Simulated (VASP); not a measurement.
# Ge (C2/c) in VASP: further runs, part 2 of 2

VASP 6.6.1. Earlier steps stand in the parts before.

## 4. Single point, PBEsol (strain +0.0750 x Voigt [0, 0, 0, 0, 0, 1])

The input, INCAR:

```
SYSTEM = Ge
PREC     = Accurate       ! precision mode
ENCUT    = 520            ! plane-wave cutoff, eV
EDIFF    = 1E-6           ! SCF threshold, eV
ISMEAR   = 0              ! smearing method
SIGMA    = 0.15           ! smearing width, eV
LREAL    = .FALSE.        ! projectors in reciprocal space
LASPH    = .TRUE.         ! aspherical terms in the spheres
NELM     = 80             ! most SCF steps
ALGO     = Fast           ! electronic algorithm
ISIF     = 2              ! what is computed and relaxed
LWAVE    = .FALSE.        ! write WAVECAR
LCHARG   = .FALSE.        ! write CHGCAR
GGA      = PS             ! functional
NBANDS   = 21             ! bands
```

The input, KPOINTS:

```
Automatic mesh
0
G
  20 20 20
  0 0 0
```

The input, POSCAR:

```
Ge
1.0
   -2.3964906375      2.5572668250      1.4369470000
    2.3964906375     -2.5572668250      1.4369470000
    2.5953053625      2.7444591750     -1.4369470000
Ge
2
Direct
    0.1859430000      0.9359430000      0.2500000000
    0.8140570000      0.0640570000      0.7500000000
```

Potentials or basis: VASP PAW PBE potentials, release 64 (Ge_d).

Run with:

```bash
$ cat potpaw_PBE.64/Ge_d/POTCAR > POTCAR
$ mpirun -np 1 vasp_std > vasp.out
```

OUTCAR:

```text
SYSTEM = Ge
   PREC = Accurate
   ENCUT = 520
   EDIFF = 1E-6
   ISMEAR = 0
   LREAL = .FALSE.
   LASPH = .TRUE.
   NELM = 80
   ISIF = 2
   GGA = PS

 ion  position               nearest neighbor table
   1  0.186  0.936  0.250-   2 2.68   2 2.68   2 2.72   2 2.72
   2  0.814  0.064  0.750-   1 2.68   1 2.68   1 2.72   1 2.72

  LATTYP: Found a base centered monoclinic cell.
 ALAT       =     7.0093597396
 B/A-ratio  =     0.4100080616
 C/A-ratio  =     0.7126620418
 COS(beta)  =    -0.6559735315

  Lattice vectors:

 A1 = (  -2.3964906375,   2.5572668250,  -1.4369470000)
 A2 = (  -2.3964906375,   2.5572668250,   1.4369470000)
 A3 = (   4.9917960000,   0.1871923500,   0.0000000000)

Analysis of symmetry for initial positions (statically):
=====================================================================
 Subroutine PRICEL returns:
 Original cell was already a primitive cell.

 Routine SETGRP: Setting up the symmetry group for a
 base centered monoclinic supercell.

 Subroutine GETGRP returns: Found  4 space group operations
 (whereof  2 operations were pure point group operations)
 out of a pool of  4 trial point group operations.

The static configuration has the point symmetry S_2 .
 The point group associated with its full space group is C_2h.

Analysis of symmetry for dynamics (positions and initial velocities):
=====================================================================
 Subroutine PRICEL returns:
 Original cell was already a primitive cell.

 Routine SETGRP: Setting up the symmetry group for a
 base centered monoclinic supercell.

 Subroutine GETGRP returns: Found  4 space group operations
 (whereof  2 operations were pure point group operations)
 out of a pool of  4 trial point group operations.

The dynamic configuration has the point symmetry S_2 .
 The point group associated with its full space group is C_2h.

[... 106 lines left out ...]
   POTIM  = 0.5000    time-step for ionic-motion
   TEBEG  =    0.0;   TEEND  =   0.0 temperature during run
   PSTRESS=    0.0 pullay stress
   NELECT =      28.0000    total number of electrons
   NUPDOWN=      -1.0000    fix difference up-down
   EMIN   =  10.00;   EMAX   =-10.00  energy-range for DOS
   EFERMI =   0.00;   METHOD = LEGACY
   ISMEAR =     0;   SIGMA  =   0.15  broadening in eV -4-tet -1-fermi 0-gaus
   EFERMI_NEDOS =   21; number of points for ismear=-14 and -15
   IALGO  =     68    algorithm
   IMIX   =      4    mixing-type and parameters
     AMIX     =   0.40;   BMIX     =  1.00
     AMIX_MAG =   1.60;   BMIX_MAG =  1.00
  volume/ion in A,a.u.               =      18.99       128.14
  Fermi-wavevector in a.u.,A,eV,Ry     =   1.478971  2.794850 29.760768  2.187355
  Thomas-Fermi vector in A             =   2.593186
   LORBIT       =      0    0 simple, 1 ext, 2 COOP (PROOUT), +10 PAW based schemes
   GGA     = PS    functional components
   LHFCALC =     F    Hartree Fock is set to
   AEXX    =    0.0000 exact exchange contribution
   IVDW    =     0    specifies the selected vdW correction
   LEPSILON=     F    determine dielectric tensor
   LRPA    =     F    only Hartree local field effects (RPA)
 non-spin polarized calculation
 RMM-DIIS sequential band-by-band and
 Gauss-broadening in eV      SIGMA  =   0.15
  energy-cutoff  :      520.00
  volume of cell :       37.98
 maximum number of plane-waves:      1045
   NGX = 15   NGY = 15   NGZ = 15

 number of electron      27.9999973 magnetization

 Free energy of the ion-electron system (eV)
  ---------------------------------------------------
  ext. energy  EPLUGINS =         0.00000000
  ---------------------------------------------------
  free energy    TOTEN  =        -9.48630938 eV

  energy without entropy =       -9.47681396  energy(sigma->0) =       -9.48156167

 E-fermi :   6.3872     XC(G=0): -11.3490

 val. band max:        6.3865088322   @ k =   0.2500   0.5000   0.1000
 cond. band min:       6.3889034552   @ k =  -0.1000   0.1500   0.4500
 fundamental gap:      0.0023946231
 Fermi energy:         6.3872264348

 k-point     1 :       0.0000    0.0000    0.0000
  band No.  band energies     occupation
      1     -18.2635      2.00000
      2     -18.1892      2.00000
      3     -18.1845      2.00000
      4     -18.1801      2.00000
      5     -18.1482      2.00000
      6     -18.1109      2.00000
[... 565 lines left out ...]
     20      16.2686      0.00000
     21      19.3376      0.00000

 [... further k-points ...]
[... 5 lines left out ...]
  --------------------------------------------------------------------------------------
  -------------------------------------------------------------------------------------
  Total       -0.3653231     -0.6084413     -0.5928828     -0.7829454      0.0000000     -0.0000000
  in kB      -15.4128892    -25.6699825    -25.0135747    -33.0322637      0.0000000     -0.0000000
  external PRESSURE =     -22.0321488 kB  Pullay stress =       0.0000000 kB

 VOLUME and BASIS-vectors are now :
 -----------------------------------------------------------------------------
  energy-cutoff  :      520.00
  volume of cell :       37.98
      direct lattice vectors                 reciprocal lattice vectors
    -2.396490637  2.557266825  1.436947000    -0.007083129  0.188883437  0.347959946
     2.396490637 -2.557266825  1.436947000     0.200610808 -0.007522905  0.347959946
     2.595305362  2.744459175 -1.436947000     0.193527679  0.181360532  0.000000000

 POSITION                                       TOTAL-FORCE (eV/Angst)
 -----------------------------------------------------------------------------------
      2.44619     -1.23184      1.25285        -0.000000      0.000000     -0.039532
      0.14911      3.97629      0.18409         0.000000     -0.000000      0.039532
 -----------------------------------------------------------------------------------
    total drift:                               -0.000000      0.000000      0.000000

  FREE ENERGIE OF THE ION-ELECTRON SYSTEM (eV)
  ---------------------------------------------------
  free  energy   TOTEN  =        -9.4863093777 eV

  energy  without entropy=       -9.4768139636  energy(sigma->0) =       -9.48156167
```

stdout:

```text
POSCAR found type information on POSCAR Ge
 POSCAR found :  1 types and       2 ions
 scaLAPACK will be used
 -----------------------------------------------------------------------------
|                                                                             |
|                                                                             |
|     You enforced a specific xc type in the INCAR file but a different       |
|     I HOPE YOU KNOW WHAT YOU ARE DOING!                                     |
|                                                                             |
 -----------------------------------------------------------------------------

 LDA part: xc-table for (Slater+PW92), standard interpolation
 POSCAR, INCAR and KPOINTS ok, starting setup
 FFT: planning ... GRIDC
 FFT: planning ... GRID_SOFT
 FFT: planning ... GRID
 WAVECAR not read
 entering main loop
WARNING in EDDRMM: call to ZHEGV failed, returncode =   6  3     14
WARNING in EDDRMM: call to ZHEGV failed, returncode =   6  3     17
WARNING in EDDRMM: call to ZHEGV failed, returncode =   6  3     15
WARNING in EDDRMM: call to ZHEGV failed, returncode =   6  3     15
WARNING in EDDRMM: call to ZHEGV failed, returncode =   6  3     18
WARNING in EDDRMM: call to ZHEGV failed, returncode =   6  3     17
WARNING in EDDRMM: call to ZHEGV failed, returncode =   6  3     15
WARNING in EDDRMM: call to ZHEGV failed, returncode =   6  3     15
WARNING in EDDRMM: call to ZHEGV failed, returncode =   6  3     15
WARNING in EDDRMM: call to ZHEGV failed, returncode =   6  3     15
WARNING in EDDRMM: call to ZHEGV failed, returncode =   6  3     15
WARNING in EDDRMM: call to ZHEGV failed, returncode =   6  3     14
WARNING in EDDRMM: call to ZHEGV failed, returncode =   6  3     15
```

Run time: 30 min. Hardware: 1 thread of Oxide Virtual Turin-like, shared host; peak memory 1.2 GiB.

Results:

* Free energy: -9.4863 eV
* Pressure: -2.2 GPa
* Largest force: 0.040 eV/Å
* Band gap on the k mesh: zero (bands 14 and 15 overlap by 5.95 eV)

Forces in eV/Å, atoms in the order of the input:
```
Ge   0.000  0.000 -0.040
Ge   0.000  0.000  0.040
```

Caveat: the cell differs from its parent crystal (strain +0.0750 x Voigt [0, 0, 0, 0, 0, 1]); the PAW data sets were made with another functional, which shifts forces and pressure a little.

## 5. The runs side by side

| cell | gap on the mesh (eV) | pressure (GPa) | largest force (eV/Å) |
| --- | --- | --- | --- |
| a = 4.084, b = 4.084, c = 3.746 Å, angles 100.8, 94.7, 138.8°, 2 atoms | none | -2.0 | 0.03 |
| a = 3.767, b = 3.767, c = 4.063 Å, angles 100.8, 94.7, 135.1°, 2 atoms | none | -2.1 | 0.04 |
| a = 3.788, b = 3.788, c = 4.041 Å, angles 100.8, 94.7, 135.4°, 2 atoms | none | -2.2 | 0.04 |

Alike in all rows: task single point; level PBEsol; potentials or basis VASP PAW PBE potentials, release 64 (Ge_d); no spin polarisation; k mesh 20 × 20 × 20; cutoff (eV) 520; smearing gaussian 0.15 eV.

Caveats: the PAW data sets were made with another functional, which shifts forces and pressure a little.

Total energies depend on the potentials used, so only differences within one code and one set of settings carry meaning.
